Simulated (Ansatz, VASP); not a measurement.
This is a calculation of V for Ansatz 0.2.0.

File input.yaml:

```yaml
crystal:
  lattice:
    - [-1.51435, 1.51435, 1.51435]
    - [1.51435, -1.51435, 1.51435]
    - [1.51435, 1.51435, -1.51435]
  atoms:
    - { symbol: V, position: [0.0, 0.0, 0.0], spin: 2.0 }
kpoints:
  mp_grid: { grid: [12, 12, 12] }
scf:
  occupations: { method: gaussian, width: 0.014 }
hamiltonian:
  xc: pbe
  pseudopotentials: { kind: all_electron, lapw: { basis_error: 0.001 } }
magnetization:
  spin_polarized: true
output:
  forces: true
  stress: true
  eigenvalues: true
```

Potentials or basis: all-electron LAPW, scalar-relativistic.

The run is started by

```sh
$ ansatz run input.yaml --threads 2 --pin off --max-ram 6144MiB --backend cpu --events-out ev --progress --plain --runs-dir out
```

Problem. Set up the same calculation for VASP 6.6.1. Potentials there: VASP PAW PBE potentials, release 64 (V_sv).

Solution. As run (the cutoff follows the program's own potentials):

File INCAR:

```
  PREC = Accurate
  ENCUT = 520
  EDIFF = 1E-6
  ISMEAR = 0
  SIGMA = 0.014
  LREAL = False
  LASPH = True
  NELM = 150
  ALGO = Normal
  ISIF = 2
  LWAVE = False
  LCHARG = True
  ISPIN = 2
  MAGMOM = 2
  LORBIT = 11
  LMAXMIX = 4
  GGA = PE
  LELF = True
  LVHAR = True
  NBANDS = 16
```

KPOINTS

```
Automatic mesh
0
Gamma
  12 12 12
```

Contents of POSCAR:

```
V
1.0
   -1.5143500000      1.5143500000      1.5143500000
    1.5143500000     -1.5143500000      1.5143500000
    1.5143500000      1.5143500000     -1.5143500000
V
1
Direct
    0.0000000000      0.0000000000      0.0000000000
```

Potentials or basis: VASP PAW PBE potentials, release 64 (V_sv).

Command:

```sh
$ cat potpaw_PBE.64/V_sv/POTCAR > POTCAR
$ mpirun -np 1 vasp_std > vasp.out
```

Both were run:

|  | VASP | Ansatz | Ansatz less VASP |
| --- | --- | --- | --- |
| gap on the k mesh at the Fermi level (eV) | none | none | - |
| pressure (GPa) | -5.2 | -5.3 | -0.08 |
| net moment per atom (μB) | 0.12 | 0.12 | -0.002 |
| size of the moment on the site where the two differ most (μB) | 0.11 | 0.11 | +0.003 |

Site moments also hang on the region over which each program counts them. A gap of «none» marks a metal or a gap that the smearing closes. Ansatz ran all-electron here, and VASP with PAW potentials.
